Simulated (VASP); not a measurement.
# Be2H3 (Fd-3m) in VASP: notebook

Be2H3 is run at these levels: PBE; tasks: single point, relaxation of cell and atoms.

All numbers are computed with VASP 6.6.1; they aren't measurements. Logs are shortened: lines on timing, memory, paths and dates and some standing lists are left out, and cuts for length are marked.

## 1. The cell of the first run

It takes space group Fd-3m (No. 227, cubic). The conventional cell has a = 6.087 Å, b = 6.087 Å, c = 6.087 Å, α = 90.00°, β = 90.00°, γ = 90.00°. Be (site symmetry -3m) has 6 Be at 2.15 Å and 12 H at 2.15 to 2.52 Å within 2.8 Å. Within 1.8 Å of H (site symmetry -3m) lie 2 H at 1.32 Å. H (site symmetry -43m) has 4 H at 1.32 Å within 1.8 Å.

## 2. Single point, PBE

Contents of INCAR:

```
SYSTEM = Be2H3
ALGO = Normal
EDIFF = 1E-7
ENCUT = 520
GGA = PE
ISIF = 2
ISMEAR = 0
LASPH = .TRUE.
LCHARG = .FALSE.
LREAL = .FALSE.
LWAVE = .FALSE.
NBANDS = 18
NELM = 100
PREC = Accurate
SIGMA = 0.1
```

Contents of KPOINTS:

```
k-points
0
G
  10 10 10
  0 0 0
```

Contents of POSCAR:

```
Be2H3
1.0
    0.0000000000      3.0434206413      3.0434206413
    3.0434206413      0.0000000000      3.0434206413
    3.0434206413      3.0434206413      0.0000000000
Be H
4 6
Direct
    0.6250000000      0.6250000000      0.6250000000
    0.6250000000      0.6250000000      0.1250000000
    0.6250000000      0.1250000000      0.6250000000
    0.1250000000      0.6250000000      0.6250000000
    0.1250000000      0.1250000000      0.1250000000
    0.1250000000      0.1250000000      0.6250000000
    0.1250000000      0.6250000000      0.1250000000
    0.6250000000      0.1250000000      0.1250000000
    0.2500000000      0.2500000000      0.2500000000
    0.0000000000      0.0000000000      0.0000000000
```

Potentials or basis: VASP PAW PBE potentials, release 64 (Be, H).

The run is started by

```
$ cat potpaw_PBE.64/Be/POTCAR potpaw_PBE.64/H/POTCAR > POTCAR
$ mpirun -np 1 vasp_std > vasp.out
```

OUTCAR:

```text
SYSTEM = Be2H3
   EDIFF = 1E-7
   ENCUT = 520
   GGA = PE
   ISIF = 2
   ISMEAR = 0
   LASPH = .TRUE.
   LREAL = .FALSE.
   NELM = 100
   PREC = Accurate

 ion  position               nearest neighbor table
   1  0.625  0.625  0.625-   2 2.15   3 2.15   4 2.15   2 2.15   3 2.15   4 2.15
   2  0.625  0.625  0.125-   1 2.15   1 2.15   3 2.15   4 2.15   3 2.15   4 2.15
   3  0.625  0.125  0.625-   1 2.15   2 2.15   1 2.15   2 2.15   4 2.15   4 2.15
   4  0.125  0.625  0.625-   1 2.15   2 2.15   3 2.15   1 2.15   2 2.15   3 2.15
   5  0.125  0.125  0.125-
   6  0.125  0.125  0.625-
   7  0.125  0.625  0.125-
   8  0.625  0.125  0.125-
   9  0.250  0.250  0.250-
  10  0.000  0.000  0.000-

  LATTYP: Found a face centered cubic cell.
 ALAT       =     6.0868412826

  Lattice vectors:

 A1 = (   0.0000000000,   3.0434206413,   3.0434206413)
 A2 = (   3.0434206413,   0.0000000000,   3.0434206413)
 A3 = (   3.0434206413,   3.0434206413,   0.0000000000)

Analysis of symmetry for initial positions (statically):
=====================================================================
 Subroutine PRICEL returns:
 Original cell was already a primitive cell.

 Routine SETGRP: Setting up the symmetry group for a
 face centered cubic supercell.

 Subroutine GETGRP returns: Found 48 space group operations
 (whereof 24 operations were pure point group operations)
 out of a pool of 48 trial point group operations.

The static configuration has the point symmetry T_d .
 The point group associated with its full space group is O_h .

Analysis of symmetry for dynamics (positions and initial velocities):
=====================================================================
 Subroutine PRICEL returns:
 Original cell was already a primitive cell.

 Routine SETGRP: Setting up the symmetry group for a
 face centered cubic supercell.

 Subroutine GETGRP returns: Found 48 space group operations
 (whereof 24 operations were pure point group operations)
 out of a pool of 48 trial point group operations.

The dynamic configuration has the point symmetry T_d .
 The point group associated with its full space group is O_h .

 Subroutine INISYM returns: Found 48 space group operations
 (whereof 24 operations are pure point group operations),
 and found     1 'primitive' translations

----------------------------------------------------------------------------------------

[... 111 lines left out ...]
   NSW    =      0    number of steps for IOM
   IBRION =     -1    ionic relax: 0-MD 1-quasi-New 2-CG
   NFREE  =      0    steps in history (QN), initial steepest desc. (CG)
   ISIF   =      2    stress and relaxation
   ISYM   =      2    0-nonsym 1-usesym 2-fastsym
   POTIM  = 0.5000    time-step for ionic-motion
   TEBEG  =    0.0;   TEEND  =   0.0 temperature during run
   PSTRESS=    0.0 pullay stress
   NELECT =      14.0000    total number of electrons
   NUPDOWN=      -1.0000    fix difference up-down
   EMIN   =  10.00;   EMAX   =-10.00  energy-range for DOS
   EFERMI =   0.00;   METHOD = LEGACY
   ISMEAR =     0;   SIGMA  =   0.10  broadening in eV -4-tet -1-fermi 0-gaus
   EFERMI_NEDOS =   21; number of points for ismear=-14 and -15
   IALGO  =     38    algorithm
   IMIX   =      4    mixing-type and parameters
     AMIX     =   0.40;   BMIX     =  1.00
     AMIX_MAG =   1.60;   BMIX_MAG =  1.00
  volume/ion in A,a.u.               =       5.64        38.05
  Fermi-wavevector in a.u.,A,eV,Ry     =   1.028992  1.944514 14.406196  1.058825
  Thomas-Fermi vector in A             =   2.163017
   LORBIT       =      0    0 simple, 1 ext, 2 COOP (PROOUT), +10 PAW based schemes
   GGA     = PE    functional components
   LHFCALC =     F    Hartree Fock is set to
   AEXX    =    0.0000 exact exchange contribution
   IVDW    =     0    specifies the selected vdW correction
   LEPSILON=     F    determine dielectric tensor
   LRPA    =     F    only Hartree local field effects (RPA)
 non-spin polarized calculation
 Gauss-broadening in eV      SIGMA  =   0.10
  energy-cutoff  :      520.00
  volume of cell :       56.38
 maximum number of plane-waves:      1533
   NGX = 17   NGY = 17   NGZ = 17

 number of electron      14.0000000 magnetization

 Free energy of the ion-electron system (eV)
  ---------------------------------------------------
  ext. energy  EPLUGINS =         0.00000000
  ---------------------------------------------------
  free energy    TOTEN  =       -27.03220942 eV

  energy without entropy =      -27.02565908  energy(sigma->0) =      -27.02893425

 E-fermi :   4.7982     XC(G=0): -10.2519

 val. band max:        4.7969699058   @ k =  -0.4000   0.1000   0.0000
 cond. band min:       4.8596092748   @ k =  -0.3000   0.4000   0.1000
 fundamental gap:      0.0626393690
 Fermi energy:         4.7982217458

 k-point     1 :       0.0000    0.0000    0.0000
  band No.  band energies     occupation
      1      -8.3969      2.00000
      2       0.1860      2.00000
      3       1.7919      2.00000
      4       2.2076      2.00000
      5       2.2076      2.00000
      6       2.2076      2.00000
[... 481 lines left out ...]
      5      -0.1280      2.00000
      6       0.8396      2.00000
[... 10 lines left out ...]
     17      14.9454      0.00000
     18      16.3363      0.00000

 [... further k-points ...]
[... 5 lines left out ...]
  --------------------------------------------------------------------------------------
  -------------------------------------------------------------------------------------
  Total       -0.0266798     -0.0266798     -0.0266798     -0.0000000     -0.0000000      0.0000000
  in kB       -0.7581889     -0.7581889     -0.7581889     -0.0000000     -0.0000000      0.0000000
  external PRESSURE =      -0.7581889 kB  Pullay stress =       0.0000000 kB

 VOLUME and BASIS-vectors are now :
 -----------------------------------------------------------------------------
  energy-cutoff  :      520.00
  volume of cell :       56.38
      direct lattice vectors                 reciprocal lattice vectors
     0.000000000  3.043420641  3.043420641    -0.164288825  0.164288825  0.164288825
     3.043420641  0.000000000  3.043420641     0.164288825 -0.164288825  0.164288825
     3.043420641  3.043420641  0.000000000     0.164288825  0.164288825 -0.164288825

 POSITION                                       TOTAL-FORCE (eV/Angst)
 -----------------------------------------------------------------------------------
      3.80428      3.80428      3.80428        -0.000000      0.000000      0.000000
      2.28257      2.28257      3.80428        -0.000000      0.000000      0.000000
      2.28257      3.80428      2.28257        -0.000000      0.000000      0.000000
      3.80428      2.28257      2.28257        -0.000000      0.000000      0.000000
      0.76086      0.76086      0.76086        -0.000000      0.000000      0.000000
      2.28257      2.28257      0.76086        -0.000000      0.000000      0.000000
      2.28257      0.76086      2.28257        -0.000000      0.000000      0.000000
      0.76086      2.28257      2.28257        -0.000000      0.000000      0.000000
      1.52171      1.52171      1.52171        -0.000000     -0.000000     -0.000000
      0.00000      0.00000      0.00000         0.000000      0.000000      0.000000
 -----------------------------------------------------------------------------------
    total drift:                               -0.000000      0.000000      0.000000

  FREE ENERGIE OF THE ION-ELECTRON SYSTEM (eV)
  ---------------------------------------------------
  free  energy   TOTEN  =       -27.0322094229 eV

  energy  without entropy=      -27.0256590795  energy(sigma->0) =      -27.02893425
```

stdout:

```text
POSCAR found type information on POSCAR BeH
 POSCAR found :  2 types and      10 ions
 scaLAPACK will be used
 LDA part: xc-table for (Slater+PW92), standard interpolation
 POSCAR, INCAR and KPOINTS ok, starting setup
 FFT: planning ... GRIDC
 FFT: planning ... GRID_SOFT
 FFT: planning ... GRID
 WAVECAR not read
 entering main loop
```

It took 27 s on 1 thread of Intel Xeon Platinum 8124M at 3.00GHz (Skylake/Cascade Lake), shared host; peak memory 0.18 GiB.

What came out:

```
Free energy            : -27.0322 eV
Pressure               : -0.1 GPa
Band gap on the k mesh : zero (band 7 reaches 7.19 eV, above the bottom of band 8 at 3.08 eV)
```

Levels at points of the mesh, in eV from the Fermi level:
```csv
k point,band 5,band 6,band 7,band 8,band 9,band 10
"(0.00, 0.00, 0.00)",-2.59,-2.59,-2.21,-1.71,-1.71,-1.71
"(0.50, 0.00, 0.00)",-3.98,-3.98,-0.61,-0.61,2.03,2.60
"(0.50, 0.50, 0.00)",-5.25,-5.25,2.39,2.39,3.77,3.77
```

## 3. Relaxation of cell and atoms, PBE

Contents of INCAR:

```
PREC = Accurate
ENCUT = 600
EDIFF = 1E-6
ISMEAR = 0
SIGMA = 0.1
LREAL = False
LASPH = True
NELM = 100
ALGO = Normal
ISIF = 3
LWAVE = False
LCHARG = False
GGA = PE
IBRION = 2
NSW = 100
EDIFFG = -0.01
```

Contents of KPOINTS:

```
regular mesh
0
Gamma
  10 10 10
```

POSCAR, as its differences from that of step 2:

```diff
@@ -2,5 +2,5 @@
 1.0
-    0.0000000000      3.0434206413      3.0434206413
-    3.0434206413      0.0000000000      3.0434206413
-    3.0434206413      3.0434206413      0.0000000000
+    0.0000000000      3.0423694645      3.0423694645
+    3.0423694645      0.0000000000      3.0423694645
+    3.0423694645      3.0423694645      0.0000000000
 Be H
```

Potentials or basis: VASP PAW PBE potentials, release 64 (Be, H).

The run is started by

```
$ cat potpaw_PBE.64/Be/POTCAR potpaw_PBE.64/H/POTCAR > POTCAR
$ mpirun -np 1 vasp_std > vasp.out
```

OUTCAR:

```text
PREC = Accurate
   ENCUT = 600
   EDIFF = 1E-6
   ISMEAR = 0
   LREAL = False
   LASPH = True
   NELM = 100
   ISIF = 3
   GGA = PE
   IBRION = 2
   NSW = 100
   EDIFFG = -0.01

 ion  position               nearest neighbor table
   1  0.625  0.625  0.625-   2 2.15   3 2.15   4 2.15   2 2.15   3 2.15   4 2.15
   2  0.625  0.625  0.125-   1 2.15   1 2.15   3 2.15   4 2.15   3 2.15   4 2.15
   3  0.625  0.125  0.625-   1 2.15   2 2.15   1 2.15   2 2.15   4 2.15   4 2.15
   4  0.125  0.625  0.625-   1 2.15   2 2.15   3 2.15   1 2.15   2 2.15   3 2.15
[... 611 lines left out ...]
  external PRESSURE =       1.4671180 kB  Pullay stress =       0.0000000 kB

 VOLUME and BASIS-vectors are now :
 -----------------------------------------------------------------------------
  energy-cutoff  :      600.00
  volume of cell :       56.32
      direct lattice vectors                 reciprocal lattice vectors
     0.000000000  3.042369465  3.042369465    -0.164345588  0.164345588  0.164345588
     3.042369465  0.000000000  3.042369465     0.164345588 -0.164345588  0.164345588
     3.042369465  3.042369465  0.000000000     0.164345588  0.164345588 -0.164345588

 POSITION                                       TOTAL-FORCE (eV/Angst)
 -----------------------------------------------------------------------------------
      3.80296      3.80296      3.80296        -0.000000      0.000000      0.000000
      2.28178      2.28178      3.80296        -0.000000      0.000000      0.000000
      2.28178      3.80296      2.28178        -0.000000      0.000000      0.000000
      3.80296      2.28178      2.28178        -0.000000      0.000000      0.000000
      0.76059      0.76059      0.76059        -0.000000      0.000000      0.000000
      2.28178      2.28178      0.76059        -0.000000      0.000000      0.000000
      2.28178      0.76059      2.28178        -0.000000      0.000000      0.000000
      0.76059      2.28178      2.28178        -0.000000      0.000000      0.000000
      1.52118      1.52118      1.52118         0.000000     -0.000000      0.000000
      0.00000      0.00000      0.00000        -0.000000     -0.000000     -0.000000
 -----------------------------------------------------------------------------------
    total drift:                               -0.000000     -0.000000      0.000000

  FREE ENERGIE OF THE ION-ELECTRON SYSTEM (eV)
  ---------------------------------------------------
  free  energy   TOTEN  =       -27.0345244725 eV

  energy  without entropy=      -27.0279727808  energy(sigma->0) =      -27.03124863

 reached required accuracy - stopping structural energy minimisation
```

OSZICAR:

```text
N       E                     dE             d eps       ncg     rms          rms(c)
DAV:   1     0.771703521851E+01    0.77170E+01   -0.57489E+03  1222   0.992E+02
DAV:   2    -0.257125893372E+02   -0.33430E+02   -0.30224E+02  1579   0.149E+02
DAV:   3    -0.273563088465E+02   -0.16437E+01   -0.15900E+01  1639   0.300E+01
DAV:   4    -0.273749545301E+02   -0.18646E-01   -0.18631E-01  1478   0.330E+00
DAV:   5    -0.273752048110E+02   -0.25028E-03   -0.25010E-03  1669   0.306E-01    0.306E+00
DAV:   6    -0.271312441951E+02    0.24396E+00   -0.12928E-01  1479   0.246E+00    0.184E+00
DAV:   7    -0.270367042697E+02    0.94540E-01   -0.12248E-01  1417   0.221E+00    0.351E-01
DAV:   8    -0.270344847558E+02    0.22195E-02   -0.78279E-03  1517   0.675E-01    0.460E-02
DAV:   9    -0.270345247625E+02   -0.40007E-04   -0.43497E-04  1448   0.165E-01    0.191E-02
DAV:  10    -0.270345235245E+02    0.12380E-05   -0.13044E-05  1563   0.263E-02    0.568E-03
DAV:  11    -0.270345244725E+02   -0.94804E-06   -0.25253E-06  1377   0.124E-02
   1 F= -.27034524E+02 E0= -.27031249E+02  d E =-.270345E+02
```

It took 29 s on 1 thread of Intel Xeon Platinum 8124M at 3.00GHz (Skylake/Cascade Lake), shared host; peak memory 0.21 GiB.

What came out:

```yaml
Free_energy: -27.0345 eV
Pressure_after_relaxing: 0.1 GPa
Band_gap_on_the_k_mesh: zero (band 7 reaches 7.20 eV, above the bottom of band 8 at 3.09 eV)
```

Final structure:
```
Be H
1.0
     0.00000    3.04237    3.04237
     3.04237    0.00000    3.04237
     3.04237    3.04237    0.00000
Be H
4 6
Direct
  0.62500 0.62500 0.62500
  0.62500 0.62500 0.12500
  0.62500 0.12500 0.62500
  0.12500 0.62500 0.62500
  0.12500 0.12500 0.12500
  0.12500 0.12500 0.62500
  0.12500 0.62500 0.12500
  0.62500 0.12500 0.12500
  0.25000 0.25000 0.25000
  0.00000 0.00000 0.00000
```

Levels at points of the mesh, in eV from the Fermi level:
| k point | band 5 | band 6 | band 7 | band 8 | band 9 | band 10 |
| --- | --- | --- | --- | --- | --- | --- |
| (0.00, 0.00, 0.00) | -2.59 | -2.59 | -2.21 | -1.72 | -1.72 | -1.72 |
| (0.50, 0.00, 0.00) | -3.98 | -3.98 | -0.61 | -0.61 | 2.03 | 2.60 |
| (0.50, 0.50, 0.00) | -5.26 | -5.26 | 2.40 | 2.40 | 3.78 | 3.78 |

Caveat: the relaxation stopped at its first step, so nothing moved.

## 4. Single point, PBE

This run uses another cell than the first one, of 3.98 Å³/atom, 0.705 times its volume.

Contents of INCAR:

```
SYSTEM = Be2H3
ALGO = Normal
EDIFF = 1E-7
ENCUT = 520
GGA = PE
ISIF = 2
ISMEAR = 0
LASPH = .True.
LCHARG = .True.
LELF = .True.
LREAL = .False.
LVHAR = .True.
LWAVE = .False.
NBANDS = 18
NELM = 60
PREC = Accurate
SIGMA = 0.1
```

Contents of KPOINTS:

```
k-points
0
Gamma
  6 6 6
  0 0 0
```

Contents of POSCAR:

```
Be2H3
1.0
    0.0000000000      2.7089368900      2.7089368900
    2.7089368900      0.0000000000      2.7089368900
    2.7089368900      2.7089368900      0.0000000000
Be H
4 6
Direct
    0.1250000000      0.1250000000      0.1250000000
    0.1250000000      0.1250000000      0.6250000000
    0.1250000000      0.6250000000      0.1250000000
    0.6250000000      0.1250000000      0.1250000000
    0.6250000000      0.6250000000      0.6250000000
    0.6250000000      0.6250000000      0.1250000000
    0.6250000000      0.1250000000      0.6250000000
    0.1250000000      0.6250000000      0.6250000000
    0.7500000000      0.7500000000      0.7500000000
    0.5000000000      0.5000000000      0.5000000000
```

The run is started by

```
$ cat potpaw_PBE.64/Be/POTCAR potpaw_PBE.64/H/POTCAR > POTCAR
$ mpirun -np 1 vasp_std > vasp.out
```

Run time: 10 s. Hardware: 1 thread of Intel Xeon Platinum 8559C (Emerald Rapids), shared host; peak memory 0.14 GiB.

The run converged. Its results:

```yaml
Free_energy: -24.6373 eV
Pressure: 58.7 GPa
Band_gap_on_the_k_mesh: zero (band 7 reaches 11.02 eV, above the bottom of band 8 at 5.17 eV)
```

Levels at points of the mesh, in eV from the Fermi level:
```tsv
k point	band 5	band 6	band 7	band 8	band 9	band 10
(0.00, 0.00, 0.00)	-3.11	-2.59	-2.56	-2.56	-2.56	-2.37
(0.50, 0.00, 0.00)	-5.10	-4.91	-0.68	-0.68	3.22	3.35
(0.50, 0.50, 0.00)	-6.43	-6.43	3.29	3.29	5.48	5.48
```

## 5. The runs side by side

```tsv
task	cell	k mesh	cutoff (eV)	gap on the mesh (eV)	pressure (GPa)
single point	a = 4.304 Å, angles 60.0°, 10 atoms	10 × 10 × 10	520	none	-0.1
relaxation of cell and atoms	relaxed from a = 4.303 Å, angles 60.0°, 10 atoms	10 × 10 × 10	600	none	0.1
single point	a = 3.831 Å, angles 60.0°, 10 atoms	6 × 6 × 6	520	none	58.7
```

Alike in all rows: level PBE; potentials or basis VASP PAW PBE potentials, release 64 (Be, H); no spin polarisation; smearing gaussian 0.1 eV.

Caveats: the relaxation stopped at its first step, so nothing moved (some runs).

Absolute energies hang on the potentials; compare differences alone.
